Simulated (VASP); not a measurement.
# BN (P6_3/mmc) in VASP: a series of runs, part 2 of 2

VASP 6.6.1.

### 3 Relaxation of shape and atoms at fixed volume, PBE+D3(BJ) (volume scaled by 0.91)

File INCAR:

```
SYSTEM = BN
  PREC = Accurate
  ENCUT = 600
  EDIFF = 1E-7
  ISMEAR = 0
  SIGMA = 0.02
  LREAL = .False.
  LASPH = .True.
  NELM = 80
  ALGO = Normal
  ISIF = 4
  LWAVE = .False.
  LCHARG = .False.
  GGA = PE
  IVDW = 12
  IBRION = 2
  NSW = 50
  EDIFFG = -0.01
```

File KPOINTS:

```
regular mesh
0
Gamma
  12 12 4
  0 0 0
```

File POSCAR:

```
BN
1.0
    2.4742646225      0.0000000000      0.0000000000
   -1.2371323113      2.1427760188      0.0000000000
    0.0000000000      0.0000000000      6.1763371779
B N
2 2
Direct
    0.3333333333      0.6666666667      0.2500000000
    0.6666666667      0.3333333333      0.7500000000
    0.3333333333      0.6666666667      0.7500000000
    0.6666666667      0.3333333333      0.2500000000
```

Potentials or basis: VASP PAW PBE potentials, release 64 (B, N).

The run is started by

```console
$ cat potpaw_PBE.64/B/POTCAR potpaw_PBE.64/N/POTCAR > POTCAR
$ mpirun -np 1 vasp_std > vasp.out
```

OUTCAR:

```text
SYSTEM = BN
   PREC = Accurate
   ENCUT = 600
   EDIFF = 1E-7
   ISMEAR = 0
   LREAL = .False.
   LASPH = .True.
   NELM = 80
   ISIF = 4
   GGA = PE
   IVDW = 12
   IBRION = 2
   NSW = 50
   EDIFFG = -0.01
 IVDW          = 12

 ion  position               nearest neighbor table
   1  0.333  0.667  0.250-   4 1.43   4 1.43   4 1.43
   2  0.667  0.333  0.750-   3 1.43   3 1.43   3 1.43
   3  0.333  0.667  0.750-   2 1.43   2 1.43   2 1.43
   4  0.667  0.333  0.250-   1 1.43   1 1.43   1 1.43

  LATTYP: Found a hexagonal cell.
 ALAT       =     2.4742646225
 C/A-ratio  =     2.4962314547

  Lattice vectors:

 A1 = (   2.4742646225,   0.0000000000,   0.0000000000)
 A2 = (  -1.2371323113,   2.1427760188,   0.0000000000)
 A3 = (   0.0000000000,   0.0000000000,   6.1763371779)

Analysis of symmetry for initial positions (statically):
=====================================================================
 Subroutine PRICEL returns:
 Original cell was already a primitive cell.

 Routine SETGRP: Setting up the symmetry group for a
 hexagonal supercell.

 Subroutine GETGRP returns: Found 24 space group operations
 (whereof 12 operations were pure point group operations)
 out of a pool of 24 trial point group operations.

The static configuration has the point symmetry D_3d.
 The point group associated with its full space group is D_6h.

Analysis of symmetry for dynamics (positions and initial velocities):
=====================================================================
 Subroutine PRICEL returns:
 Original cell was already a primitive cell.

 Routine SETGRP: Setting up the symmetry group for a
 hexagonal supercell.

 Subroutine GETGRP returns: Found 24 space group operations
 (whereof 12 operations were pure point group operations)
 out of a pool of 24 trial point group operations.

The dynamic configuration has the point symmetry D_3d.
 The point group associated with its full space group is D_6h.

 Subroutine INISYM returns: Found 24 space group operations
 (whereof 12 operations are pure point group operations),
 and found     1 'primitive' translations

[... 114 lines left out ...]
   EFERMI_NEDOS =   21; number of points for ismear=-14 and -15
   IALGO  =     38    algorithm
   IMIX   =      4    mixing-type and parameters
     AMIX     =   0.40;   BMIX     =  1.00
     AMIX_MAG =   1.60;   BMIX_MAG =  1.00
  volume/ion in A,a.u.               =       8.19        55.24
  Fermi-wavevector in a.u.,A,eV,Ry     =   1.289427  2.436664 22.621355  1.662623
  Thomas-Fermi vector in A             =   2.421321
   LORBIT       =      0    0 simple, 1 ext, 2 COOP (PROOUT), +10 PAW based schemes
   GGA     = PE    functional components
   LHFCALC =     F    Hartree Fock is set to
   AEXX    =    0.0000 exact exchange contribution
   IVDW    =    12    specifies the selected vdW correction
   LEPSILON=     F    determine dielectric tensor
   LRPA    =     F    only Hartree local field effects (RPA)
 conjugate gradient relaxation of ions
 non-spin polarized calculation
 Gauss-broadening in eV      SIGMA  =   0.02
  energy-cutoff  :      600.00
  volume of cell :       32.75
 maximum number of plane-waves:      1122
 NGX is ok and might be reduce to    20
   NGX =  9   NGY =  9   NGZ = 25

--------------------------------------- Ionic step        1  -------------------------------------------

 number of electron      15.9999999 magnetization

 Free energy of the ion-electron system (eV)
  ---------------------------------------------------
  ext. energy  EPLUGINS =         0.00000000
  ---------------------------------------------------
  free energy    TOTEN  =       -35.03117075 eV

  energy without entropy =      -35.03117075  energy(sigma->0) =      -35.03117075

------------------------ aborting loop because EDIFF is reached ----------------------------------------

 Edisp (eV)   -0.63078

 E8    (eV) :    -0.1862
[... 75 lines left out ...]
--------------------------------------- Ionic step        3  -------------------------------------------

 number of electron      15.9999998 magnetization

 Free energy of the ion-electron system (eV)
  ---------------------------------------------------
  ext. energy  EPLUGINS =         0.00000000
  ---------------------------------------------------
  free energy    TOTEN  =       -35.05413771 eV

  energy without entropy =      -35.05413771  energy(sigma->0) =      -35.05413771

 E-fermi :   3.2829     XC(G=0): -10.6904

 val. band max:        3.1662320402   @ k =   0.3333   0.2500   0.0000
 cond. band min:       7.2727987074   @ k =   0.5000   0.0000   0.0000
 fundamental gap:      4.1065666672
 Fermi energy:         3.2828976906

 k-point     1 :       0.0000    0.0000    0.0000
  band No.  band energies     occupation
      1     -14.8961      2.00000
      2     -14.3264      2.00000
      3      -3.6294      2.00000
      4      -0.3992      2.00000
      5       1.7466      2.00000
      6       1.7466      2.00000
      7       1.8355      2.00000
      8       1.8355      2.00000
      9       9.0515      0.00000
     10      14.4820      0.00000
     11      14.6241      0.00000
     12      14.6241      0.00000
[... 331 lines left out ...]
 k-point    24 :       0.3333    0.0000    0.2500
  band No.  band energies     occupation
      1     -12.8065      2.00000
      2     -12.5114      2.00000
      3      -3.8600      2.00000
      4      -3.7260      2.00000
      5      -0.5223      2.00000
      6      -0.4260      2.00000
      7      -0.4240      2.00000
      8       1.4400      2.00000
      9       9.8191      0.00000
     10      10.8594      0.00000
     11      12.5681      0.00000
     12      13.3428      0.00000

 [... further k-points ...]

------------------------ aborting loop because EDIFF is reached ----------------------------------------

 Edisp (eV)   -0.63289

 E8    (eV) :    -0.1872
[... 27 lines left out ...]
  FREE ENERGIE OF THE ION-ELECTRON SYSTEM (eV)
  ---------------------------------------------------
  free  energy   TOTEN  =       -35.6870316766 eV

  energy  without entropy=      -35.6870316766  energy(sigma->0) =      -35.68703168

 reached required accuracy - stopping structural energy minimisation
```

OSZICAR:

```text
N       E                     dE             d eps       ncg     rms          rms(c)
DAV:   1     0.741197937985E+02    0.74120E+02   -0.91924E+03  1368   0.140E+03
DAV:   2    -0.343644555138E+02   -0.10848E+03   -0.99113E+02  1944   0.308E+02
DAV:   3    -0.386930566565E+02   -0.43286E+01   -0.43025E+01  1780   0.636E+01
[... 25 lines left out ...]
DAV:   3    -0.350541403537E+02    0.24730E-03   -0.50563E-04  1684   0.178E-01    0.154E-02
DAV:   4    -0.350541380639E+02    0.22897E-05   -0.20127E-05  1628   0.464E-02    0.483E-03
DAV:   5    -0.350541379569E+02    0.10701E-06   -0.56897E-06  1664   0.207E-02    0.430E-03
DAV:   6    -0.350541377003E+02    0.25663E-06   -0.10036E-06  1608   0.927E-03    0.675E-04
DAV:   7    -0.350541377056E+02   -0.53269E-08   -0.66419E-08   952   0.267E-03
   3 F= -.35687032E+02 E0= -.35687032E+02  d E =-.250820E-01
```

CONTCAR:

```text
BN
   1.00000000000000
     2.4980877092179941   -0.0000000000020012    0.0000000000000000
    -1.2490438546612115    2.1634074170977029   -0.0000000000000000
     0.0000000000000000    0.0000000000000000    6.0590972459502668
  B               N
     2     2
Direct
     0.3333333332999970    0.6666666667000030    0.2500000000000000
     0.6666666667000030    0.3333333332999970    0.7500000000000000
     0.3333333332999970    0.6666666667000030    0.7500000000000000
     0.6666666667000030    0.3333333332999970    0.2500000000000000

  0.00000000E+00  0.00000000E+00  0.00000000E+00
  0.00000000E+00  0.00000000E+00  0.00000000E+00
  0.00000000E+00  0.00000000E+00  0.00000000E+00
  0.00000000E+00  0.00000000E+00  0.00000000E+00
```

Wall time 46 s (1 thread of Intel Xeon Platinum 8259CL at 2.50GHz (Skylake/Cascade Lake), shared host); peak memory 0.17 GiB.

What came out:

```
Free energy                : -35.6870 eV
Energy gained by relaxing  : 6.3 meV/atom
Ionic steps                : 3
Pressure after relaxing    : 3.9 GPa
Band gap on the k mesh     : 4.11 eV, indirect (least direct gap 4.41 eV)
Dispersion energy per atom : -0.158 eV
```

The path:
| step | energy change (eV) | largest force (eV/Å) | pressure (GPa) | volume (Å³) |
| --- | --- | --- | --- | --- |
| 1 | 0.0000 | 0.0000 | 11.35 | 32.75 |
| 2 | -0.0247 | 0.0000 | 3.05 | 32.75 |
| 3 | -0.0251 | 0.0000 | 3.89 | 32.75 |

Final structure:
```
B N
1.0
     2.49809    0.00000    0.00000
    -1.24904    2.16341    0.00000
     0.00000    0.00000    6.05910
B N
2 2
Direct
  0.33333 0.66667 0.25000
  0.66667 0.33333 0.75000
  0.33333 0.66667 0.75000
  0.66667 0.33333 0.25000
```

Caveat: the cell differs from its parent crystal (volume scaled by 0.91). A k mesh can miss the band edges.

### 4 Relaxation of shape and atoms at fixed volume, PBE+D3(BJ) (volume scaled by 0.94)

File INCAR:

```
PREC = Accurate
ENCUT = 600
EDIFF = 1E-6
ISMEAR = 0
SIGMA = 0.02
LREAL = False
LASPH = True
NELM = 80
ALGO = Normal
ISIF = 4
LWAVE = False
LCHARG = False
GGA = PE
IVDW = 12
IBRION = 2
NSW = 50
EDIFFG = -0.01
```

File KPOINTS:

```
regular mesh
0
Gamma
  12 12 4
```

File POSCAR:

```
BN
1.0
    2.4780253774      0.0000000000      0.0000000000
   -1.2390126887      2.1460329281      0.0000000000
    0.0000000000      0.0000000000      6.3606024181
B N
2 2
Direct
    0.3333333333      0.6666666667      0.2500000000
    0.6666666667      0.3333333333      0.7500000000
    0.3333333333      0.6666666667      0.7500000000
    0.6666666667      0.3333333333      0.2500000000
```

The run is started by

```console
$ cat potpaw_PBE.64/B/POTCAR potpaw_PBE.64/N/POTCAR > POTCAR
$ mpirun -np 1 vasp_std > vasp.out
```

Run time: 46 s. Hardware: 1 thread of Intel Xeon Platinum 8259CL at 2.50GHz (Skylake/Cascade Lake), shared host; peak memory 0.18 GiB.

Results (log left out):

```
Free energy                : -35.7091 eV
Energy gained by relaxing  : 6.1 meV/atom
Ionic steps                : 3
Pressure after relaxing    : 2.0 GPa
Band gap on the k mesh     : 4.14 eV, indirect (least direct gap 4.49 eV)
Dispersion energy per atom : -0.152 eV
```

Step by step:
| step | energy change (eV) | largest force (eV/Å) | pressure (GPa) | volume (Å³) |
| --- | --- | --- | --- | --- |
| 1 | 0.0000 | 0.0000 | 9.30 | 33.83 |
| 2 | -0.0241 | 0.0000 | 1.42 | 33.83 |
| 3 | -0.0243 | 0.0000 | 2.04 | 33.83 |

Final structure:
```cif
data_structure
_symmetry_space_group_name_H-M 'P 1'
_symmetry_Int_Tables_number 1
_cell_length_a 2.5017
_cell_length_b 2.5017
_cell_length_c 6.2406
_cell_angle_alpha 90.000
_cell_angle_beta 90.000
_cell_angle_gamma 120.000
_cell_volume 33.83
loop_
_atom_site_label
_atom_site_type_symbol
_atom_site_fract_x
_atom_site_fract_y
_atom_site_fract_z
_atom_site_occupancy
B1 B 0.33333 0.66667 0.25000 1
B2 B 0.66667 0.33333 0.75000 1
N1 N 0.33333 0.66667 0.75000 1
N2 N 0.66667 0.33333 0.25000 1
```

Levels at points of the mesh, in eV from the valence-band top:
```tsv
k point	band 4	band 5	band 6	band 7	band 8	band 9	band 10	band 11	band 12
(0.00, 0.00, 0.00)	-3.75	-1.39	-1.39	-1.33	-1.33	5.65	10.98	11.47	11.47
(0.50, 0.00, 0.00)	-8.89	-4.23	-4.11	-1.73	-0.34	4.14	5.91	9.58	9.86
(0.00, 0.00, 0.50)	-5.35	-1.36	-1.36	-1.36	-1.36	8.35	8.35	11.57	11.57
(0.50, 0.00, 0.50)	-8.95	-4.17	-4.17	-0.99	-0.99	4.67	4.67	9.93	9.93
```

Caveat: the cell differs from its parent crystal (volume scaled by 0.94). A k mesh can miss the band edges.

### 5 The runs side by side

```csv
cell,gap on the mesh (eV),pressure (GPa)
"relaxed from a = 2.470, b = 2.470, c = 5.995 Å, angles 90.0, 90.0, 120.0°, 4 atoms",4.10,6.2
"relaxed from a = 2.474, b = 2.474, c = 6.176 Å, angles 90.0, 90.0, 120.0°, 4 atoms",4.11,3.9
"relaxed from a = 2.478, b = 2.478, c = 6.361 Å, angles 90.0, 90.0, 120.0°, 4 atoms",4.14,2.0
```

Alike in all rows: task relaxation of shape and atoms at fixed volume; level PBE+D3(BJ); potentials or basis VASP PAW PBE potentials, release 64 (B, N); no spin polarisation; k mesh 12 × 12 × 4; cutoff (eV) 600; smearing gaussian 0.02 eV.

Total energies depend on the potentials used, so only differences within one code and one set of settings carry meaning.
